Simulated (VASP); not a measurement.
# SbBr (P4/nmm) in VASP: a series of runs, part 2 of 2

VASP 6.6.1.

**4. Relaxation of cell and atoms, PBE**

This run uses another cell than the first one, of 29.96 Å³/atom, 1.071 times its volume.

The input, INCAR:

```
ALGO = Normal
EDIFF = 1E-6
EDIFFG = -0.04
ENCUT = 600
GGA = PE
IBRION = 2
ISIF = 3
ISMEAR = 0
LASPH = True
LCHARG = False
LREAL = False
LWAVE = False
NELM = 80
NSW = 90
PREC = Accurate
SIGMA = 0.1
```

The input, KPOINTS:

```
k-points
0
Gamma
  4 4 4
```

The input, POSCAR:

```
SbBr
1.0
    4.5605084847      0.0000000000      0.0000000000
    0.0000000000      4.5605084847      0.0000000000
    0.0000000000      0.0000000000      5.7625990363
Sb Br
2 2
Direct
    0.0000000000      0.5000000000      0.2351000000
    0.5000000000      0.0000000000      0.7649000000
    0.0000000000      0.0000000000      0.0000000000
    0.5000000000      0.5000000000      0.0000000000
```

Potentials or basis: VASP PAW PBE potentials, release 64 (Sb, Br).

Started as:

```bash
$ cat potpaw_PBE.64/Sb/POTCAR potpaw_PBE.64/Br/POTCAR > POTCAR
$ mpirun -np 1 vasp_std > vasp.out
```

OUTCAR:

```text
EDIFF = 1E-6
   EDIFFG = -0.04
   ENCUT = 600
   GGA = PE
   IBRION = 2
   ISIF = 3
   ISMEAR = 0
   LASPH = True
   LREAL = False
   NELM = 80
   NSW = 90
   PREC = Accurate

 ion  position               nearest neighbor table
   1  0.000  0.500  0.235-   3 2.65   4 2.65   3 2.65   4 2.65
   2  0.500  0.000  0.765-   3 2.65   4 2.65   4 2.65   3 2.65
   3  0.000  0.000  0.000-   1 2.65   2 2.65   1 2.65   2 2.65
   4  0.500  0.500  0.000-   1 2.65   2 2.65   2 2.65   1 2.65

  LATTYP: Found a simple tetragonal cell.
 ALAT       =     4.5605084847
 C/A-ratio  =     1.2635869565

  Lattice vectors:

 A1 = (   4.5605084847,   0.0000000000,   0.0000000000)
 A2 = (   0.0000000000,   4.5605084847,   0.0000000000)
 A3 = (   0.0000000000,   0.0000000000,   5.7625990363)

Analysis of symmetry for initial positions (statically):
=====================================================================
 Subroutine PRICEL returns:
 Original cell was already a primitive cell.

 Routine SETGRP: Setting up the symmetry group for a
 simple tetragonal supercell.

 Subroutine GETGRP returns: Found 16 space group operations
 (whereof  8 operations were pure point group operations)
 out of a pool of 16 trial point group operations.

The static configuration has the point symmetry D_2d.
 The point group associated with its full space group is D_4h.

Analysis of symmetry for dynamics (positions and initial velocities):
=====================================================================
 Subroutine PRICEL returns:
 Original cell was already a primitive cell.

 Routine SETGRP: Setting up the symmetry group for a
 simple tetragonal supercell.

 Subroutine GETGRP returns: Found 16 space group operations
 (whereof  8 operations were pure point group operations)
 out of a pool of 16 trial point group operations.

The dynamic configuration has the point symmetry D_2d.
 The point group associated with its full space group is D_4h.

 Subroutine INISYM returns: Found 16 space group operations
 (whereof  8 operations are pure point group operations),
 and found     1 'primitive' translations

----------------------------------------------------------------------------------------

                                     Primitive cell

  volume of cell :     119.8519

  direct lattice vectors                    reciprocal lattice vectors
     4.560508485  0.000000000  0.000000000     0.219273794  0.000000000  0.000000000
     0.000000000  4.560508485  0.000000000     0.000000000  0.219273794  0.000000000
     0.000000000  0.000000000  5.762599036     0.000000000  0.000000000  0.173532809

  length of vectors
     4.560508485  4.560508485  5.762599036     0.219273794  0.219273794  0.173532809

  position of ions in fractional coordinates (direct lattice)
     0.000000000  0.500000000  0.235100000
     0.500000000  0.000000000  0.764900000
     0.000000000  0.000000000  0.000000000
     0.500000000  0.500000000  0.000000000

  ion indices of the primitive-cell ions
   primitive index   ion index
                 1           1
                 2           2
                 3           3
                 4           4

----------------------------------------------------------------------------------------

 KPOINTS: k-points

Automatic generation of k-mesh.
 Grid dimensions read from file:
 generate k-points for:    4    4    4

 Generating k-lattice:

  Cartesian coordinates                     Fractional coordinates (reciprocal lattice)
     0.054818449  0.000000000  0.000000000     0.250000000  0.000000000  0.000000000
     0.000000000  0.054818449  0.000000000     0.000000000  0.250000000  0.000000000
     0.000000000  0.000000000  0.043383202     0.000000000  0.000000000  0.250000000

  Length of vectors
     0.054818449  0.054818449  0.043383202

  Shift w.r.t. Gamma in fractional coordinates (k-lattice)
     0.000000000  0.000000000  0.000000000

 Subroutine IBZKPT returns following result:
 ===========================================

 Found     18 irreducible k-points:

 Following reciprocal coordinates:
            Coordinates               Weight
  0.000000  0.000000  0.000000      1.000000
  0.250000  0.000000  0.000000      4.000000
  0.500000  0.000000  0.000000      2.000000
  0.250000  0.250000  0.000000      4.000000
  0.500000  0.250000  0.000000      4.000000
  0.500000  0.500000  0.000000      1.000000
[... 10 lines left out ...]
  0.500000  0.250000  0.500000      4.000000
  0.500000  0.500000  0.500000      1.000000
   k-points           NKPTS =     18   k-points in BZ     NKDIM =     18   number of bands    NBANDS=     16
   number of dos      NEDOS =    301   number of ions     NIONS =      4
   total plane-waves  NPLWV =  62208
   dimension x,y,z NGX =    36 NGY =   36 NGZ =   48
   dimension x,y,z NGXF=    72 NGYF=   72 NGZF=   96
   ions per type =               2   2
   NGX,Y,Z   is equivalent  to a cutoff of  13.12, 13.12, 13.85 a.u.
   NGXF,Y,Z  is equivalent  to a cutoff of  26.25, 26.25, 27.70 a.u.
 SYSTEM =  unknown system
   PREC   = accura    normal or accurate (medium, high low for compatibility)
   ISTART =      0    job   : 0-new  1-cont  2-samecut
   ICHARG =      2    charge: 1-file 2-atom 10-const
   ISPIN  =      1    spin polarized calculation?
   LNONCOLLINEAR =      F non collinear calculations
   LSORBIT =      F    spin-orbit coupling
   LASPH  =      T    aspherical Exc in radial PAW
   ENCUT  =  600.0 eV  44.10 Ry    6.64 a.u.   9.11  9.11 11.51*2*pi/ulx,y,z
   NELM   =     80;   NELMIN=  2; NELMDL= -5     # of ELM steps
   EDIFF  = 0.1E-05   stopping-criterion for ELM
   LREAL  =      F    real-space projection
   EDIFFG = -.4E-01   stopping-criterion for IOM
   NSW    =     90    number of steps for IOM
   IBRION =      2    ionic relax: 0-MD 1-quasi-New 2-CG
   NFREE  =      1    steps in history (QN), initial steepest desc. (CG)
   ISIF   =      3    stress and relaxation
   ISYM   =      2    0-nonsym 1-usesym 2-fastsym
   POTIM  = 0.5000    time-step for ionic-motion
   TEBEG  =    0.0;   TEEND  =   0.0 temperature during run
   PSTRESS=    0.0 pullay stress
   NELECT =      24.0000    total number of electrons
   NUPDOWN=      -1.0000    fix difference up-down
   EMIN   =  10.00;   EMAX   =-10.00  energy-range for DOS
   EFERMI =   0.00;   METHOD = LEGACY
   ISMEAR =     0;   SIGMA  =   0.10  broadening in eV -4-tet -1-fermi 0-gaus
   EFERMI_NEDOS =   21; number of points for ismear=-14 and -15
   IALGO  =     38    algorithm
   IMIX   =      4    mixing-type and parameters
     AMIX     =   0.40;   BMIX     =  1.00
     AMIX_MAG =   1.60;   BMIX_MAG =  1.00
  volume/ion in A,a.u.               =      29.96       202.20
  Fermi-wavevector in a.u.,A,eV,Ry     =   0.957775  1.809933 12.481078  0.917333
  Thomas-Fermi vector in A             =   2.086823
   LORBIT       =      0    0 simple, 1 ext, 2 COOP (PROOUT), +10 PAW based schemes
   GGA     = PE    functional components
   LHFCALC =     F    Hartree Fock is set to
   AEXX    =    0.0000 exact exchange contribution
   IVDW    =     0    specifies the selected vdW correction
   LEPSILON=     F    determine dielectric tensor
   LRPA    =     F    only Hartree local field effects (RPA)
 conjugate gradient relaxation of ions
 non-spin polarized calculation
 Gauss-broadening in eV      SIGMA  =   0.10
  energy-cutoff  :      600.00
  volume of cell :      119.85
 maximum number of plane-waves:      4032
   NGX = 19   NGY = 19   NGZ = 23

--------------------------------------- Ionic step        1  -------------------------------------------

 number of electron      23.9999997 magnetization

 Free energy of the ion-electron system (eV)
  ---------------------------------------------------
  ext. energy  EPLUGINS =         0.00000000
  ---------------------------------------------------
  free energy    TOTEN  =        -7.04730226 eV

  energy without entropy =       -7.03691874  energy(sigma->0) =       -7.04211050

------------------------ aborting loop because EDIFF is reached ----------------------------------------

  FORCE on cell =-STRESS in cart. coord.  units (eV):
  Direction    XX          YY          ZZ          XY          YZ          ZX
  --------------------------------------------------------------------------------------
  -------------------------------------------------------------------------------------
  Total       16.9738079     16.9738079      7.1117140      0.0000000     -0.0000000     -0.0000000
  in kB      226.9054496    226.9054496     95.0692193      0.0000000     -0.0000000     -0.0000000
  external PRESSURE =     182.9600395 kB  Pullay stress =       0.0000000 kB
[... 784 lines left out ...]
      3      -1.4570      2.00000
      4      -1.4570      2.00000
      5       0.1176      2.00000
      6       0.1176      2.00000
[... 8 lines left out ...]
     15       7.6068      0.00000
     16       7.6068      0.00000

[... ionic steps 4 to 32 ...]

--------------------------------------- Ionic step       33  -------------------------------------------

 number of electron      23.9999979 magnetization

------------------------ aborting loop because EDIFF is reached ----------------------------------------
[... 71 lines left out ...]
--------------------------------------- Ionic step       35  -------------------------------------------

 number of electron      23.9999979 magnetization

 Free energy of the ion-electron system (eV)
  ---------------------------------------------------
  ext. energy  EPLUGINS =         0.00000000
  ---------------------------------------------------
  free energy    TOTEN  =       -11.13217422 eV

  energy without entropy =      -11.11119764  energy(sigma->0) =      -11.12168593

 E-fermi :   4.2532     XC(G=0):  -8.8145

 val. band max:        4.2443773879   @ k =   0.5000   0.0000   0.2500
 cond. band min:       4.3128089499   @ k =   0.0000   0.0000   0.2500
 fundamental gap:      0.0684315620
 Fermi energy:         4.2532146473
[... 371 lines left out ...]
  FREE ENERGIE OF THE ION-ELECTRON SYSTEM (eV)
  ---------------------------------------------------
  free  energy   TOTEN  =       -11.1321742203 eV

  energy  without entropy=      -11.1111976422  energy(sigma->0) =      -11.12168593

 reached required accuracy - stopping structural energy minimisation
```

CONTCAR:

```text
SbBr
   1.00000000000000
     5.9736845146352069    0.0000000000000000   -0.0000000000000000
    -0.0000000000000000    5.9736845146352069   -0.0000000000000002
     0.0000000000000000   -0.0000000000000000    3.5603357179240751
  Sb              Br
     2     2
Direct
     1.0000000000000000    0.5000000000000000    0.0022630563147175
     0.5000000000000000    0.0000000000000000    0.9977369436852824
     0.0000000000000000    0.0000000000000000    0.0000000000000000
     0.5000000000000000    0.5000000000000000    0.0000000000000000

  0.00000000E+00  0.00000000E+00  0.00000000E+00
  0.00000000E+00  0.00000000E+00  0.00000000E+00
  0.00000000E+00  0.00000000E+00  0.00000000E+00
  0.00000000E+00  0.00000000E+00  0.00000000E+00
```

Run time: 7.7 min. Hardware: 1 thread of Intel Xeon Platinum 8559C (Emerald Rapids), shared host; peak memory 0.28 GiB.

What came out:

```
Free energy                            : -11.1322 eV
Relaxed volume                         : 31.76 Å³/atom
Relaxed cell                           : a = 5.974 Å, b = 5.974 Å, c = 3.560 Å, α = 90.00°, β = 90.00°, γ = 90.00°
Space group after relaxing (to 0.05 Å) : P4/mmm (No. 123)
Energy gained by relaxing              : 1021.2 meV/atom
Ionic steps                            : 35
Pressure after relaxing                : 0.0 GPa
Largest force after relaxing           : 0.004 eV/Å
```

Forces in eV/Å, atoms in the order of the input:
```
Sb   0.000  0.000 -0.004
Sb   0.000  0.000  0.004
Br   0.000  0.000  0.000
Br   0.000  0.000  0.000
```

Step by step:
| step | energy change (eV) | largest force (eV/Å) | pressure (GPa) | volume (Å³) |
| --- | --- | --- | --- | --- |
| 1 | 0.0000 | 3.7934 | 18.30 | 119.85 |
| 2 | -2.0216 | 0.6873 | -3.35 | 188.87 |
| 3 | -2.3854 | 0.0279 | -0.41 | 161.23 |
| 4 | -2.3857 | 0.0203 | -0.61 | 162.44 |
| 5 | -2.4915 | 0.0345 | -0.67 | 160.20 |
| 6 | -2.7540 | 0.0438 | -0.75 | 152.43 |
| 7 | -3.2954 | 0.2735 | -1.08 | 131.83 |
| 8 | 51.6401 | 0.8958 | 279.88 | 68.26 |
| 9 | -3.3407 | 0.2414 | -0.88 | 131.03 |
| 10 | -2.1447 | 0.4573 | 9.93 | 103.46 |
| 11 | -3.5512 | 0.3357 | -0.68 | 125.50 |
| 12 | -3.5520 | 0.4509 | 1.72 | 115.04 |
| 13 | -3.6415 | 0.3956 | -0.10 | 121.29 |
| 14 | -3.6490 | 0.4254 | 0.27 | 119.58 |
| 15 | -3.6992 | 0.5050 | -0.08 | 121.32 |
| 16 | -3.7186 | 0.4670 | -0.62 | 123.61 |
| 17 | -3.7206 | 0.4795 | -0.50 | 123.04 |
| 18 | -3.7358 | 0.4654 | -0.49 | 123.18 |
| 19 | -3.7789 | 0.4281 | -0.46 | 123.58 |
| 20 | -3.8552 | 0.3719 | -0.44 | 124.38 |
| 21 | -3.9685 | 0.2362 | -0.53 | 125.99 |
| 22 | -4.0119 | 0.0348 | -1.22 | 129.26 |
| 23 | -4.0342 | 0.0431 | 1.79 | 122.76 |
| 24 | -4.0773 | 0.0530 | 0.24 | 125.65 |
| 25 | -4.0773 | 0.0531 | 0.27 | 125.58 |
| 26 | -4.0796 | 0.0516 | -0.08 | 127.00 |
| 27 | -4.0796 | 0.0516 | -0.07 | 127.04 |
| 28 | -4.0800 | 0.0482 | 0.05 | 126.82 |
| 29 | -4.0800 | 0.0477 | 0.06 | 126.79 |
| 30 | -4.0804 | 0.0462 | 0.05 | 126.84 |
| 31 | -4.0814 | 0.0404 | 0.01 | 127.00 |
| 32 | -4.0830 | 0.0293 | -0.06 | 127.31 |
| 33 | -4.0840 | 0.0063 | -0.20 | 127.93 |
| 34 | -4.0845 | 0.0027 | -0.13 | 127.63 |
| 35 | -4.0849 | 0.0039 | 0.01 | 127.05 |

Final structure:
```xyz
4
Lattice="5.9737 0.0000 0.0000 0.0000 5.9737 0.0000 0.0000 0.0000 3.5603" Properties=species:S:1:pos:R:3 pbc="T T T"
Sb    5.9737    2.9868    0.0081
Sb    2.9868    0.0000    3.5523
Br    0.0000    0.0000    0.0000
Br    2.9868    2.9868    0.0000
```

Caveat: the bands computed are all filled at some k points, so no gap is given; spin-orbit coupling is left out, which moves the levels of the heavy elements; this functional lacks dispersion, which binds the layers, so the pressure and a relaxed spacing across them are unreliable.

**5. Single point, PBE**

This run uses another cell than the first one, of 27.46 Å³/atom, 0.981 times its volume.

The input, INCAR:

```
PREC = Accurate ; ENCUT = 520
EDIFF = 1E-6 ; ISMEAR = 0
SIGMA = 0.1 ; LREAL = F
LASPH = T ; NELM = 60
ALGO = Normal ; ISIF = 2
LWAVE = F ; LCHARG = F
GGA = PE ; NBANDS = 20
```

The input, KPOINTS:

```
regular mesh
0
Gamma
  10 10 10
```

The input, POSCAR:

```
SbBr
1.0
    4.7025001079      0.0000000000      0.0000000000
    0.0000000000      4.7025001079      0.0000000000
    0.0000000000      0.0000000000      4.9677300998
Sb Br
2 2
Direct
    0.0000000000      0.5000000000      0.4413216458
    0.5000000000      0.0000000000      0.5586783542
    0.0000000000      0.0000000000      0.0000000000
    0.5000000000      0.5000000000      0.0000000000
```

Started as:

```bash
$ cat potpaw_PBE.64/Sb/POTCAR potpaw_PBE.64/Br/POTCAR > POTCAR
$ mpirun -np 1 vasp_std > vasp.out
```

Wall time 97 s (1 thread of Intel Xeon Platinum 8559C (Emerald Rapids), shared host); peak memory 0.39 GiB.

It converged, with:

```
Free energy            : -10.8137 eV
Pressure               : -0.1 GPa
Largest force          : 0.006 eV/Å
Band gap on the k mesh : zero (band 12 reaches 5.61 eV, above the bottom of band 13 at 4.41 eV)
```

Forces on the atoms (eV/Å):
```
Sb   0.000  0.000 -0.006
Sb   0.000  0.000  0.006
Br   0.000  0.000  0.000
Br   0.000  0.000  0.000
```

Levels at points of the mesh, in eV from the Fermi level:
```
           k point  band 10  band 11  band 12  band 13  band 14  band 15
(0.00, 0.00, 0.00)    -1.52    -0.68    -0.68     0.78     2.16     3.12
(0.50, 0.00, 0.00)    -2.72    -0.06    -0.06     0.73     0.73     1.05
(0.50, 0.50, 0.00)    -3.26    -0.77    -0.77    -0.61    -0.61     4.09
(0.00, 0.00, 0.50)    -2.21    -1.17    -1.17    -0.92    -0.43     2.83
(0.50, 0.00, 0.50)    -3.05    -0.54    -0.54     0.85     0.85     1.95
(0.50, 0.50, 0.50)    -0.75     0.20     0.20     2.02     2.02     3.61
```

Caveat: spin-orbit coupling is left out, which moves the levels of the heavy elements.

**6. The runs side by side**

```csv
task,cell,k mesh,cutoff (eV),gap on the mesh (eV),pressure (GPa),largest force (eV/Å)
single point,"a = 4.718, b = 4.718, c = 5.029 Å, 4 atoms",4 × 4 × 4,520,none,-0.1,0.01
single point,"a = 4.561, b = 4.561, c = 5.763 Å, 4 atoms",4 × 4 × 4,520,none,18.3,3.79
relaxation of cell and atoms,"relaxed from a = 4.561, b = 4.561, c = 5.763 Å, 4 atoms",4 × 4 × 4,600,-,0.0,-
single point,"a = 4.703, b = 4.703, c = 4.968 Å, 4 atoms",10 × 10 × 10,520,none,-0.1,0.01
```

Alike in all rows: level PBE; potentials or basis VASP PAW PBE potentials, release 64 (Sb, Br); no spin polarisation; smearing gaussian 0.1 eV.

Caveats: spin-orbit coupling is left out, which moves the levels of the heavy elements; this functional lacks dispersion, which binds the layers, so the pressure and a relaxed spacing across them are unreliable (some runs); forces of over 1 eV/Å act on the atoms, so gaps and moduli don't describe the material at rest (some runs); the bands computed are all filled at some k points, so no gap is given (some runs).

Total energies depend on the potentials used, so only differences within one code and one set of settings carry meaning.
